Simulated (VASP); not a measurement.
Input of a VASP 6.6.1 run:

The input INCAR:

```
AGGAC = 1.0
AGGAX = 1.0
ALDAC = 0.0
ALDAX = 1.0
ALGO = Normal
EDIFF = 1E-7
ENCUT = 520
GGA = B5
ISIF = 2
ISMEAR = -1
LASPH = True
LCHARG = False
LREAL = False
LWAVE = False
NBANDS = 14
NELM = 100
PREC = Accurate
SIGMA = 0.1
```

The input KPOINTS:

```
k-points
0
Gamma
  11 11 11
```

The input POSCAR:

```
Re
1.0
    0.0000000000      2.8623269710      2.8623269710
    2.8623269710      0.0000000000      2.8623269710
    2.8623269710      2.8623269710      0.0000000000
Re
2
Direct
    0.1250000000      0.1250000000      0.1250000000
    0.8750000000      0.8750000000      0.8750000000
```

Potentials or basis: VASP PAW PBE potentials, release 64 (Re).

Launch:

```bash
$ cat potpaw_PBE.64/Re/POTCAR > POTCAR
$ mpirun -np 1 vasp_std > vasp.out
```

Estimate the pressure.

-0.5 GPa.

Predict the band gap on the k mesh.

zero (band 7 reaches 4.25 eV, above the bottom of band 8 at 3.20 eV).

Caveat: the PAW data sets were made with another functional, which shifts forces and pressure a little; spin-orbit coupling is left out, which moves the levels of the heavy elements.
